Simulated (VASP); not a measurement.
Runs of VASP 6.6.1 on SrLa. The structure is that of space group Pm-3m (No. 221), or close to it. The cells are those of the table. 

```csv
task,cell,cutoff (eV),gap on the mesh (eV),pressure (GPa)
single point,"a = 4.301 Å, 2 atoms",520,none,0.0
relaxation of cell and atoms,"relaxed from a = 4.301 Å, 2 atoms",600,none,0.0
single point,"a = 4.315 Å, 2 atoms",520,none,-0.2
single point,"a = 4.286 Å, 2 atoms",520,none,(a)
relaxation of cell and atoms,"relaxed from a = 4.580 Å, 2 atoms",600,none,-0.1
```

Alike in all rows: level LDA; potentials or basis VASP PAW LDA potentials, release 64 (La, Sr_sv); no spin polarisation; k mesh 5 × 5 × 5; smearing gaussian 0.1 eV.

Estimate the missing entries.

(a) 0.2.

Caveats: spin-orbit coupling is left out, which moves the levels of the heavy elements; the relaxation stopped at its first step, so nothing moved (some runs).

A k mesh can miss the band edges, and the runs leave out spin-orbit coupling on La, Sr.

A gap of «none» marks levels without a gap at the run's occupations.
